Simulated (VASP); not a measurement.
# HfC (Fm-3m) in VASP: relaxation of cell and atoms with PBE

Aim: the relaxation of cell and atoms of HfC with PBE.

Everything below comes from runs of VASP 6.6.1. Logs are shortened: lines on timing, memory, paths and dates and some standing lists are left out, and cuts for length are marked.

## 1. The cell of the first run

It takes space group Fm-3m (No. 225, cubic). The conventional cell has a = 4.652 Å, b = 4.652 Å, c = 4.652 Å, α = 90.00°, β = 90.00°, γ = 90.00°. Hf (site symmetry m-3m) has 6 C at 2.33 Å within 3.1 Å. Within 3.1 Å of C (site symmetry m-3m) lie 6 Hf at 2.33 Å.

## 2. Relaxation of cell and atoms, PBE

Input file INCAR:

```
SYSTEM = HfC
PREC = Accurate
ENCUT = 600
EDIFF = 1E-6
ISMEAR = 0
SIGMA = 0.1
LREAL = .FALSE.
LASPH = .TRUE.
NELM = 100
ALGO = Normal
ISIF = 3
LWAVE = .FALSE.
LCHARG = .FALSE.
GGA = PE
IBRION = 2
NSW = 80
EDIFFG = -0.015
```

Input file KPOINTS:

```
Automatic mesh
0
G
  10 10 10
  0 0 0
```

Input file POSCAR:

```
HfC
1.0
    0.0000000000      2.3257918014     -2.3257918014
    4.6515836028      0.0000000000      0.0000000000
   -2.3257918014     -4.6515836028     -2.3257918014
Hf C
3 3
Direct
    1.0000000000      0.0000000000      1.0000000000
    0.3333333333      0.3333333333      0.6666666667
    0.6666666667      0.6666666667      0.3333333333
    0.0000000000      0.5000000000      0.0000000000
    0.3333333333      0.8333333333      0.6666666667
    0.6666666667      0.1666666667      0.3333333333
```

Potentials or basis: VASP PAW PBE potentials, release 64 (Hf_pv, C).

Launch:

```console
$ cat potpaw_PBE.64/Hf_pv/POTCAR potpaw_PBE.64/C/POTCAR > POTCAR
$ mpirun -np 1 vasp_std > vasp.out
```

OUTCAR:

```text
SYSTEM = HfC
   PREC = Accurate
   ENCUT = 600
   EDIFF = 1E-6
   ISMEAR = 0
   LREAL = .FALSE.
   LASPH = .TRUE.
   NELM = 100
   ISIF = 3
   GGA = PE
   IBRION = 2
   NSW = 80
   EDIFFG = -0.015

 ion  position               nearest neighbor table
   1  0.000  0.000  0.000-   5 2.33   6 2.33   6 2.33   4 2.33   4 2.33   5 2.33   3 3.29   2 3.29
                             2 3.29   3 3.29   2 3.29   3 3.29   3 3.29   3 3.29   2 3.29   2 3.29
   2  0.333  0.333  0.667-   4 2.33   4 2.33   5 2.33   5 2.33   6 2.33   6 2.33   1 3.29   3 3.29
                             3 3.29   1 3.29   1 3.29   3 3.29   1 3.29   1 3.29   3 3.29   3 3.29
   3  0.667  0.667  0.333-   4 2.33   5 2.33   6 2.33   6 2.33   4 2.33   5 2.33   2 3.29   1 3.29
                             2 3.29   1 3.29   1 3.29   2 3.29   1 3.29   1 3.29   2 3.29   2 3.29
   4  0.000  0.500  0.000-   2 2.33   3 2.33   3 2.33   1 2.33   1 2.33   2 2.33
   5  0.333  0.833  0.667-   1 2.33   1 2.33   2 2.33   2 2.33   3 2.33   3 2.33
   6  0.667  0.167  0.333-   1 2.33   2 2.33   3 2.33   3 2.33   1 2.33   2 2.33

  LATTYP: Found a body centered orthorhombic cell.
 ALAT       =     3.2891663088
 B/A-ratio  =     1.4142135624
 C/A-ratio  =     3.0000000000

  Lattice vectors:

 A1 = (   2.3257918014,   4.6515836028,   2.3257918014)
 A2 = (  -2.3257918014,   2.3257918014,   4.6515836028)
 A3 = (   2.3257918014,  -4.6515836028,  -2.3257918014)

Analysis of symmetry for initial positions (statically):
=====================================================================
 Subroutine PRICEL returns following result:

  LATTYP: Found a face centered cubic cell.
 ALAT       =     4.6515836021

  Lattice vectors:

 A1 = (  -0.0000000007,   2.3257918007,  -2.3257918014)
 A2 = (   2.3257918012,   2.3257918012,   0.0000000000)
 A3 = (   2.3257918009,  -0.0000000005,  -2.3257918014)

   3 primitive cells build up your supercell.

 Routine SETGRP: Setting up the symmetry group for a
 body centered orthorhombic supercell.

 Subroutine GETGRP returns: Found  8 space group operations
 (whereof  8 operations were pure point group operations)
 out of a pool of  8 trial point group operations.

The static configuration has the point symmetry D_2h.

Analysis of symmetry for dynamics (positions and initial velocities):
=====================================================================
 Subroutine PRICEL returns following result:

  LATTYP: Found a face centered cubic cell.
 ALAT       =     4.6515836021

  Lattice vectors:

 A1 = (  -0.0000000007,   2.3257918007,  -2.3257918014)
 A2 = (   2.3257918012,   2.3257918012,   0.0000000000)
 A3 = (   2.3257918009,  -0.0000000005,  -2.3257918014)

   3 primitive cells build up your supercell.

 Routine SETGRP: Setting up the symmetry group for a
 body centered orthorhombic supercell.

 Subroutine GETGRP returns: Found  8 space group operations
 (whereof  8 operations were pure point group operations)
 out of a pool of  8 trial point group operations.

The dynamic configuration has the point symmetry D_2h.

 Subroutine INISYM returns: Found  8 space group operations
 (whereof  8 operations are pure point group operations),
 and found     3 'primitive' translations

----------------------------------------------------------------------------------------

                                     Primitive cell

  volume of cell :      25.1618

  direct lattice vectors                    reciprocal lattice vectors
    -0.000000001  2.325791801 -2.325791801    -0.214980550  0.214980550 -0.214980550
     2.325791801  2.325791801  0.000000000     0.214980550  0.214980550  0.214980550
     2.325791801 -0.000000000 -2.325791801     0.214980550 -0.214980550 -0.214980550

  length of vectors
     3.289166308  3.289166308  3.289166308     0.372357235  0.372357235  0.372357235

  position of ions in fractional coordinates (direct lattice)
     0.000000000  0.000000000  0.000000000
     0.500000000  0.500000000  0.500000000

  ion indices of the primitive-cell ions
   primitive index   ion index
                 1           1
                 2           6

----------------------------------------------------------------------------------------

 KPOINTS: Automatic mesh

Automatic generation of k-mesh.
 Grid dimensions read from file:
 generate k-points for:   10   10   10

 Generating k-lattice:

  Cartesian coordinates                     Fractional coordinates (reciprocal lattice)
     0.000000000  0.014332037 -0.028664073     0.100000000  0.000000000  0.000000000
     0.021498055 -0.007166018 -0.007166018     0.000000000  0.100000000  0.000000000
     0.000000000 -0.014332037 -0.014332037     0.000000000  0.000000000  0.100000000

  Length of vectors
     0.032047408  0.023766994  0.020268561

  Shift w.r.t. Gamma in fractional coordinates (k-lattice)
     0.000000000  0.000000000  0.000000000

 Subroutine IBZKPT returns following result:
 ===========================================

 Found    171 irreducible k-points:

 Following reciprocal coordinates:
            Coordinates               Weight
  0.000000  0.000000  0.000000      1.000000
  0.100000  0.000000  0.000000      4.000000
  0.200000  0.000000  0.000000      4.000000
  0.300000  0.000000  0.000000      4.000000
  0.400000  0.000000  0.000000      4.000000
  0.500000  0.000000  0.000000      2.000000
[... 16 lines left out ...]
 -0.400000  0.200000  0.000000      8.000000
 -0.300000  0.200000 -0.000000      8.000000
 [... further k-points ...]
   k-points           NKPTS =    171   k-points in BZ     NKDIM =    171   number of bands    NBANDS=     25
   number of dos      NEDOS =    301   number of ions     NIONS =      6
   total plane-waves  NPLWV =  53760
   dimension x,y,z NGX =    28 NGY =   40 NGZ =   48
   dimension x,y,z NGXF=    56 NGYF=   80 NGZF=   96
   ions per type =               3   3
   NGX,Y,Z   is equivalent  to a cutoff of  14.15, 14.30, 14.01 a.u.
   NGXF,Y,Z  is equivalent  to a cutoff of  28.30, 28.59, 28.01 a.u.
 SYSTEM =  HfC
   PREC   = accura    normal or accurate (medium, high low for compatibility)
   ISTART =      0    job   : 0-new  1-cont  2-samecut
   ICHARG =      2    charge: 1-file 2-atom 10-const
   ISPIN  =      1    spin polarized calculation?
   LNONCOLLINEAR =      F non collinear calculations
   LSORBIT =      F    spin-orbit coupling
   LASPH  =      T    aspherical Exc in radial PAW
   ENCUT  =  600.0 eV  44.10 Ry    6.64 a.u.   6.57  9.29 11.38*2*pi/ulx,y,z
   NELM   =    100;   NELMIN=  2; NELMDL= -5     # of ELM steps
   EDIFF  = 0.1E-05   stopping-criterion for ELM
   LREAL  =      F    real-space projection
   EDIFFG = -.1E-01   stopping-criterion for IOM
   NSW    =     80    number of steps for IOM
   IBRION =      2    ionic relax: 0-MD 1-quasi-New 2-CG
   NFREE  =      1    steps in history (QN), initial steepest desc. (CG)
   ISIF   =      3    stress and relaxation
   ISYM   =      2    0-nonsym 1-usesym 2-fastsym
   POTIM  = 0.5000    time-step for ionic-motion
   TEBEG  =    0.0;   TEEND  =   0.0 temperature during run
   PSTRESS=    0.0 pullay stress
   NELECT =      42.0000    total number of electrons
   NUPDOWN=      -1.0000    fix difference up-down
   EMIN   =  10.00;   EMAX   =-10.00  energy-range for DOS
   EFERMI =   0.00;   METHOD = LEGACY
   ISMEAR =     0;   SIGMA  =   0.10  broadening in eV -4-tet -1-fermi 0-gaus
   EFERMI_NEDOS =   21; number of points for ismear=-14 and -15
   IALGO  =     38    algorithm
   IMIX   =      4    mixing-type and parameters
     AMIX     =   0.40;   BMIX     =  1.00
     AMIX_MAG =   1.60;   BMIX_MAG =  1.00
  volume/ion in A,a.u.               =      12.58        84.90
  Fermi-wavevector in a.u.,A,eV,Ry     =   1.346491  2.544498 24.667867  1.813037
  Thomas-Fermi vector in A             =   2.474318
   LORBIT       =      0    0 simple, 1 ext, 2 COOP (PROOUT), +10 PAW based schemes
   GGA     = PE    functional components
   LHFCALC =     F    Hartree Fock is set to
   AEXX    =    0.0000 exact exchange contribution
   IVDW    =     0    specifies the selected vdW correction
   LEPSILON=     F    determine dielectric tensor
   LRPA    =     F    only Hartree local field effects (RPA)
 conjugate gradient relaxation of ions
 non-spin polarized calculation
 Gauss-broadening in eV      SIGMA  =   0.10
  energy-cutoff  :      600.00
  volume of cell :       75.49
 maximum number of plane-waves:      2549
 NGX is ok and might be reduce to    28
   NGX = 13   NGY = 19   NGZ = 23

--------------------------------------- Ionic step        1  -------------------------------------------

 number of electron      41.9999999 magnetization

 Free energy of the ion-electron system (eV)
  ---------------------------------------------------
  ext. energy  EPLUGINS =         0.00000000
  ---------------------------------------------------
  free energy    TOTEN  =       -63.14121577 eV

  energy without entropy =      -63.13699903  energy(sigma->0) =      -63.13910740

------------------------ aborting loop because EDIFF is reached ----------------------------------------

  FORCE on cell =-STRESS in cart. coord.  units (eV):
  Direction    XX          YY          ZZ          XY          YZ          ZX
  --------------------------------------------------------------------------------------
  -------------------------------------------------------------------------------------
  Total       -0.4460494     -0.3306994     -0.3306994      0.0000000     -0.0009569      0.0000000
  in kB       -9.4673790     -7.0190817     -7.0190817      0.0000000     -0.0203108      0.0000000
  external PRESSURE =      -7.8351808 kB  Pullay stress =       0.0000000 kB
[... 65 lines left out ...]
  energy  without entropy=      -63.1359516250  energy(sigma->0) =      -63.13802444

--------------------------------------- Ionic step        3  -------------------------------------------

 number of electron      41.9999999 magnetization

 Free energy of the ion-electron system (eV)
  ---------------------------------------------------
  ext. energy  EPLUGINS =         0.00000000
  ---------------------------------------------------
  free energy    TOTEN  =       -63.14185821 eV

  energy without entropy =      -63.13766734  energy(sigma->0) =      -63.13976278

 E-fermi :   5.9742     XC(G=0): -12.2968

 val. band max:        5.9579607317   @ k =   0.4000   0.0000   0.1000
 cond. band min:       5.9758308073   @ k =   0.0000   0.4000   0.2000
 fundamental gap:      0.0178700756
 Fermi energy:         5.9741654715

 k-point     1 :       0.0000    0.0000    0.0000
  band No.  band energies     occupation
      1     -24.0402      2.00000
      2     -24.0402      2.00000
      3     -24.0151      2.00000
      4     -24.0151      2.00000
      5     -23.7302      2.00000
      6     -23.7302      2.00000
[... 661 lines left out ...]
     24       8.6723      0.00000
     25       9.3303      0.00000

 [... further k-points ...]

------------------------ aborting loop because EDIFF is reached ----------------------------------------

  FORCE on cell =-STRESS in cart. coord.  units (eV):
  Direction    XX          YY          ZZ          XY          YZ          ZX
  --------------------------------------------------------------------------------------
  -------------------------------------------------------------------------------------
  Total       -0.0247089      0.0237137      0.0237137      0.0000000     -0.0005681      0.0000000
  in kB       -0.5262114      0.5050162      0.5050162      0.0000000     -0.0120986      0.0000000
  external PRESSURE =       0.1612737 kB  Pullay stress =       0.0000000 kB
[... 21 lines left out ...]
  FREE ENERGIE OF THE ION-ELECTRON SYSTEM (eV)
  ---------------------------------------------------
  free  energy   TOTEN  =       -63.1418582129 eV

  energy  without entropy=      -63.1376673386  energy(sigma->0) =      -63.13976278

 reached required accuracy - stopping structural energy minimisation
```

Wall time 7.5 min (1 thread of AMD EPYC 9R45 (Zen 5), shared host); peak memory 0.44 GiB.

Results:

```yaml
Free_energy: -63.1419 eV
Relaxed_volume: 12.54 Å³/atom
Relaxed_cell: a = 3.286 Å, b = 4.645 Å, c = 5.691 Å, α = 114.09°, β = 106.78°, γ = 90.00°
Space_group_after_relaxing_to_0.1_Å: Fm-3m (No. 225)
Energy_gained_by_relaxing: 0.1 meV/atom
Ionic_steps: 3
Pressure_after_relaxing: 0.0 GPa
Band_gap_on_the_k_mesh: zero (bands 21 and 22 overlap by 1.41 eV)
```

Step by step:
```tsv
step	energy change (eV)	largest force (eV/Å)	pressure (GPa)	volume (Å³)
1	0.0000	0.0000	-0.78	75.49
2	0.0011	0.0000	1.35	74.82
3	-0.0006	0.0000	0.02	75.23
```

Final structure:
```
CELL_PARAMETERS angstrom
0.00000 2.32347 -2.32347
4.64529 0.00000 0.00000
-2.32265 -4.64691 -2.32345
ATOMIC_POSITIONS crystal
Hf 0.00000 0.00000 0.00000
Hf 0.33333 0.33333 0.66667
Hf 0.66667 0.66667 0.33333
C 0.00000 0.50000 0.00000
C 0.33333 0.83333 0.66667
C 0.66667 0.16667 0.33333
```

Caveat: spin-orbit coupling is left out, which moves the levels of the heavy elements.
